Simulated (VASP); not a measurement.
# K2Be2Pt (P4/mmm) in VASP: further runs

K2Be2Pt is run at these levels: PBE; tasks: single point, relaxation of cell and atoms.

Everything below comes from runs of VASP 6.6.1. Logs are shortened: lines on timing, memory, paths and dates and some standing lists are left out, and cuts for length are marked.

## 1. The cell of the first run

Symmetry: P4/mmm, No. 123, tetragonal system. Conventional cell: a = 4.539 Å, b = 4.539 Å, c = 6.532 Å, α = 90.00°, β = 90.00°, γ = 90.00°. Within 4.0 Å of K (site symmetry 4mm) lie 2 K at 3.06 to 3.47 Å and 4 Be at 3.27 Å and 4 Pt at 3.56 Å. Be (site symmetry 4mm) has 1 Pt at 2.17 Å and 1 Be at 2.19 Å within 2.9 Å. Within 2.9 Å of Pt (site symmetry 4/mmm) lie 2 Be at 2.17 Å.

The cell was generated, and may not be a known phase.

## 2. Single point, PBE

INCAR

```
PREC = Accurate
ENCUT = 520
EDIFF = 1E-6
ISMEAR = 0
SIGMA = 0.1
LREAL = False
LASPH = True
NELM = 60
ALGO = Normal
ISIF = 2
LWAVE = False
LCHARG = True
GGA = PE
LELF = True
LVHAR = True
NBANDS = 24
```

KPOINTS

```
Automatic mesh
0
Gamma
  4 4 2
```

POSCAR

```
K2Be2Pt
1.0
    4.5394998471      0.0000000000      0.0000000000
    0.0000000000      4.5394998471      0.0000000000
    0.0000000000      0.0000000000      6.5321077580
K Be Pt
2 2 1
Direct
    0.0000000000      0.0000000000      0.7340994440
    0.0000000000      0.0000000000      0.2659005560
    0.5000000000      0.5000000000      0.8324129344
    0.5000000000      0.5000000000      0.1675870656
    0.5000000000      0.5000000000      0.5000000000
```

Potentials or basis: VASP PAW PBE potentials, release 64 (K_sv, Be, Pt).

Launch:

```console
$ cat potpaw_PBE.64/K_sv/POTCAR potpaw_PBE.64/Be/POTCAR potpaw_PBE.64/Pt/POTCAR > POTCAR
$ mpirun -np 1 vasp_std > vasp.out
```

OUTCAR:

```text
PREC = Accurate
   ENCUT = 520
   EDIFF = 1E-6
   ISMEAR = 0
   LREAL = False
   LASPH = True
   NELM = 60
   ISIF = 2
   GGA = PE

 ion  position               nearest neighbor table
   1  0.000  0.000  0.734-   2 3.06   2 3.47   5 3.56   5 3.56   5 3.56   5 3.56
   2  0.000  0.000  0.266-   1 3.06   1 3.47   5 3.56   5 3.56   5 3.56   5 3.56
   3  0.500  0.500  0.832-   5 2.17   4 2.19
   4  0.500  0.500  0.168-   5 2.17   3 2.19
   5  0.500  0.500  0.500-   3 2.17   4 2.17   1 3.56   2 3.56   1 3.56   2 3.56   1 3.56   2 3.56
                             1 3.56   2 3.56

  LATTYP: Found a simple tetragonal cell.
 ALAT       =     4.5394998471
 C/A-ratio  =     1.4389487781

  Lattice vectors:

 A1 = (   4.5394998471,   0.0000000000,   0.0000000000)
 A2 = (   0.0000000000,   4.5394998471,   0.0000000000)
 A3 = (   0.0000000000,   0.0000000000,   6.5321077580)

Analysis of symmetry for initial positions (statically):
=====================================================================
 Subroutine PRICEL returns:
 Original cell was already a primitive cell.

 Routine SETGRP: Setting up the symmetry group for a
 simple tetragonal supercell.

 Subroutine GETGRP returns: Found 16 space group operations
 (whereof 16 operations were pure point group operations)
 out of a pool of 16 trial point group operations.

The static configuration has the point symmetry D_4h.

Analysis of symmetry for dynamics (positions and initial velocities):
=====================================================================
 Subroutine PRICEL returns:
 Original cell was already a primitive cell.

 Routine SETGRP: Setting up the symmetry group for a
 simple tetragonal supercell.

 Subroutine GETGRP returns: Found 16 space group operations
 (whereof 16 operations were pure point group operations)
 out of a pool of 16 trial point group operations.

The dynamic configuration has the point symmetry D_4h.

 Subroutine INISYM returns: Found 16 space group operations
 (whereof 16 operations are pure point group operations),
 and found     1 'primitive' translations

----------------------------------------------------------------------------------------

                                     Primitive cell

  volume of cell :     134.6075

  direct lattice vectors                    reciprocal lattice vectors
     4.539499847  0.000000000  0.000000000     0.220288585  0.000000000  0.000000000
[... 80 lines left out ...]
   LREAL  =      F    real-space projection
   EDIFFG = 0.1E-04   stopping-criterion for IOM
   NSW    =      0    number of steps for IOM
   IBRION =     -1    ionic relax: 0-MD 1-quasi-New 2-CG
   NFREE  =      0    steps in history (QN), initial steepest desc. (CG)
   ISIF   =      2    stress and relaxation
   ISYM   =      2    0-nonsym 1-usesym 2-fastsym
   POTIM  = 0.5000    time-step for ionic-motion
   TEBEG  =    0.0;   TEEND  =   0.0 temperature during run
   PSTRESS=    0.0 pullay stress
   NELECT =      32.0000    total number of electrons
   NUPDOWN=      -1.0000    fix difference up-down
   EMIN   =  10.00;   EMAX   =-10.00  energy-range for DOS
   EFERMI =   0.00;   METHOD = LEGACY
   ISMEAR =     0;   SIGMA  =   0.10  broadening in eV -4-tet -1-fermi 0-gaus
   EFERMI_NEDOS =   21; number of points for ismear=-14 and -15
   IALGO  =     38    algorithm
   IMIX   =      4    mixing-type and parameters
     AMIX     =   0.40;   BMIX     =  1.00
     AMIX_MAG =   1.60;   BMIX_MAG =  1.00
  volume/ion in A,a.u.               =      26.92       181.68
  Fermi-wavevector in a.u.,A,eV,Ry     =   1.014149  1.916463 13.993564  1.028498
  Thomas-Fermi vector in A             =   2.147359
   LORBIT       =      0    0 simple, 1 ext, 2 COOP (PROOUT), +10 PAW based schemes
   GGA     = PE    functional components
   LHFCALC =     F    Hartree Fock is set to
   AEXX    =    0.0000 exact exchange contribution
   IVDW    =     0    specifies the selected vdW correction
   LEPSILON=     F    determine dielectric tensor
   LRPA    =     F    only Hartree local field effects (RPA)
 non-spin polarized calculation
 Gauss-broadening in eV      SIGMA  =   0.10
  energy-cutoff  :      520.00
  volume of cell :      134.61
 maximum number of plane-waves:      3648
 NGX is ok and might be reduce to    36
   NGX = 17   NGY = 17   NGZ = 25

 number of electron      32.0000001 magnetization

 Free energy of the ion-electron system (eV)
  ---------------------------------------------------
  ext. energy  EPLUGINS =         0.00000000
  ---------------------------------------------------
  free energy    TOTEN  =       -13.44986656 eV

  energy without entropy =      -13.43844885  energy(sigma->0) =      -13.44415770

 E-fermi :   1.6231     XC(G=0):  -8.0640

 val. band max:        1.6090755350   @ k =   0.5000   0.0000   0.5000
 cond. band min:       1.7968332520   @ k =   0.5000   0.0000   0.5000
 fundamental gap:      0.1877577171
 Fermi energy:         1.6230791584

 k-point     1 :       0.0000    0.0000    0.0000
  band No.  band energies     occupation
      1     -29.3063      2.00000
      2     -29.1824      2.00000
      3     -13.3740      2.00000
      4     -12.7322      2.00000
      5     -12.7322      2.00000
      6     -12.6033      2.00000
[... 313 lines left out ...]
     23       6.0339      0.00000
     24       7.2681      0.00000

------------------------ aborting loop because EDIFF is reached ----------------------------------------

  FORCE on cell =-STRESS in cart. coord.  units (eV):
  Direction    XX          YY          ZZ          XY          YZ          ZX
  --------------------------------------------------------------------------------------
  -------------------------------------------------------------------------------------
  Total        0.1825649      0.1825649     -0.0991380      0.0000000      0.0000000      0.0000000
  in kB        2.1729939      2.1729939     -1.1799977      0.0000000      0.0000000      0.0000000
  external PRESSURE =       1.0553300 kB  Pullay stress =       0.0000000 kB

 VOLUME and BASIS-vectors are now :
 -----------------------------------------------------------------------------
  energy-cutoff  :      520.00
  volume of cell :      134.61
      direct lattice vectors                 reciprocal lattice vectors
     4.539499847  0.000000000  0.000000000     0.220288585  0.000000000  0.000000000
     0.000000000  4.539499847  0.000000000     0.000000000  0.220288585  0.000000000
     0.000000000  0.000000000  6.532107758     0.000000000  0.000000000  0.153089942

 POSITION                                       TOTAL-FORCE (eV/Angst)
 -----------------------------------------------------------------------------------
      0.00000      0.00000      4.79522        -0.000000      0.000000     -0.010739
      0.00000      0.00000      1.73689         0.000000      0.000000      0.010739
      2.26975      2.26975      5.43741         0.000000      0.000000     -0.012841
      2.26975      2.26975      1.09470         0.000000     -0.000000      0.012841
      2.26975      2.26975      3.26605         0.000000     -0.000000      0.000000
 -----------------------------------------------------------------------------------
    total drift:                                0.000000      0.000000      0.000000

  FREE ENERGIE OF THE ION-ELECTRON SYSTEM (eV)
  ---------------------------------------------------
  free  energy   TOTEN  =       -13.4498665580 eV

  energy  without entropy=      -13.4384488459  energy(sigma->0) =      -13.44415770
```

OSZICAR:

```text
N       E                     dE             d eps       ncg     rms          rms(c)
DAV:   1     0.182830734746E+03    0.18283E+03   -0.13819E+04   576   0.115E+03
DAV:   2    -0.147999242829E+01   -0.18431E+03   -0.17142E+03   712   0.295E+02
DAV:   3    -0.136873986840E+02   -0.12207E+02   -0.12114E+02   968   0.622E+01
DAV:   4    -0.141342357162E+02   -0.44684E+00   -0.44606E+00   832   0.106E+01
DAV:   5    -0.141489891041E+02   -0.14753E-01   -0.14752E-01   872   0.126E+00    0.661E+00
DAV:   6    -0.136722858686E+02    0.47670E+00   -0.38934E-01   680   0.330E+00    0.398E+00
DAV:   7    -0.134501827927E+02    0.22210E+00   -0.54964E-01   680   0.300E+00    0.152E+00
DAV:   8    -0.134498333453E+02    0.34945E-03   -0.10883E-01   968   0.152E+00    0.737E-01
DAV:   9    -0.134497096570E+02    0.12369E-03   -0.87070E-03   720   0.663E-01    0.121E-01
DAV:  10    -0.134497899525E+02   -0.80296E-04   -0.78554E-04   856   0.171E-01    0.600E-02
DAV:  11    -0.134498566924E+02   -0.66740E-04   -0.13889E-04   704   0.789E-02    0.134E-02
DAV:  12    -0.134498648915E+02   -0.81991E-05   -0.12556E-05   760   0.218E-02    0.611E-03
DAV:  13    -0.134498664914E+02   -0.15999E-05   -0.35872E-06   712   0.121E-02    0.259E-03
DAV:  14    -0.134498665580E+02   -0.66649E-07   -0.41949E-07   528   0.413E-03
   1 F= -.13449867E+02 E0= -.13444158E+02  d E =-.114177E-01
```

Wall time 35 s (1 thread of Intel Xeon Platinum 8375C at 2.90GHz (Ice Lake), shared host); peak memory 0.26 GiB.

What came out:

| Quantity | Value |
| --- | --- |
| Free energy | -13.4499 eV |
| Pressure | 0.1 GPa |
| Largest force | 0.013 eV/Å |
| Band gap on the k mesh | zero (bands 16 and 17 overlap by 1.67 eV) |

Forces on the atoms (eV/Å):
```
K    0.000  0.000 -0.011
K    0.000  0.000  0.011
Be   0.000  0.000 -0.013
Be   0.000  0.000  0.013
Pt   0.000  0.000  0.000
```

Caveat: the k points lie up to 0.48 Å⁻¹ apart, too coarse for converged energies and pressures of a metal; spin-orbit coupling is left out, which moves the levels of the heavy elements.

## 3. Relaxation of cell and atoms, PBE

This run uses another cell than the first one, of 22.63 Å³/atom.

INCAR

```
  PREC = Accurate
  ENCUT = 600
  EDIFF = 1E-6
  ISMEAR = 0
  SIGMA = 0.1
  LREAL = F
  LASPH = T
  NELM = 100
  ALGO = Fast
  ISIF = 3
  LWAVE = F
  LCHARG = F
  GGA = PE
  IBRION = 2
  NSW = 90
  EDIFFG = -0.04
```

KPOINTS

```
regular mesh
0
Gamma
  4 4 2
```

POSCAR

```
K2Be2Pt
1.0
    3.7955955400      0.0000000000      0.0000000000
    0.0000000000      3.7955955400      0.0000000000
    0.0000000000      0.0000000000      7.8537569500
K Be Pt
2 2 1
Direct
    0.0000000000      0.0000000000      0.7597457500
    0.0000000000      0.0000000000      0.2402542500
    0.5000000000      0.5000000000      0.7595531700
    0.5000000000      0.5000000000      0.2404468300
    0.5000000000      0.5000000000      0.5000000000
```

Potentials or basis: VASP PAW PBE potentials, release 64 (K_sv, Be, Pt).

Launch:

```console
$ cat potpaw_PBE.64/K_sv/POTCAR potpaw_PBE.64/Be/POTCAR potpaw_PBE.64/Pt/POTCAR > POTCAR
$ mpirun -np 1 vasp_std > vasp.out
```

It took 25 min on 1 thread of Intel Xeon Platinum 8375C at 2.90GHz (Ice Lake), shared host; peak memory 0.26 GiB.

It converged, with:

```
Free energy                           : -13.4459 eV
Relaxed volume                        : 27.18 Å³/atom
Relaxed cell                          : a = 4.562 Å, b = 4.562 Å, c = 6.530 Å, α = 90.00°, β = 90.00°, γ = 90.00°
Space group after relaxing (to 0.1 Å) : P4/mmm (No. 123)
Pressure after relaxing               : 0.0 GPa
Largest force after relaxing          : 0.022 eV/Å
Band gap on the k mesh                : zero (bands 16 and 17 overlap by 1.68 eV)
```

Forces on the atoms (eV/Å):
```
K    0.000  0.000 -0.022
K    0.000  0.000  0.022
Be   0.000  0.000  0.007
Be   0.000  0.000 -0.007
Pt   0.000  0.000  0.000
```

Final structure:
```
CELL_PARAMETERS angstrom
4.56163 0.00000 0.00000
0.00000 4.56163 0.00000
0.00000 0.00000 6.52992
ATOMIC_POSITIONS crystal
K 0.00000 0.00000 0.73474
K 0.00000 0.00000 0.26526
Be 0.50000 0.50000 0.83221
Be 0.50000 0.50000 0.16779
Pt 0.50000 0.50000 0.50000
```

Levels at points of the mesh, in eV from the Fermi level:
```csv
k point,band 14,band 15,band 16,band 17,band 18,band 19
"(0.00, 0.00, 0.00)",-1.80,-1.54,-1.48,1.34,1.34,3.52
"(0.50, 0.00, 0.00)",-1.54,-1.42,-1.14,-0.69,1.01,2.83
"(0.50, 0.50, 0.00)",-1.20,-0.90,-0.66,-0.41,-0.41,2.11
"(0.00, 0.00, 0.50)",-1.79,-1.48,0.69,2.23,2.23,3.07
"(0.50, 0.00, 0.50)",-1.54,-1.20,-0.01,0.19,1.12,2.31
"(0.50, 0.50, 0.50)",-1.34,-1.20,0.55,0.55,0.99,0.99
```

Caveat: the k points lie up to 0.48 Å⁻¹ apart in the final cell, too coarse for converged energies and pressures of a metal; the volume moved by over 15 % at a fixed basis, so the end points are rough; spin-orbit coupling is left out, which moves the levels of the heavy elements.

The gap in the log of VASP goes by the Fermi energy; the results here count the filled bands.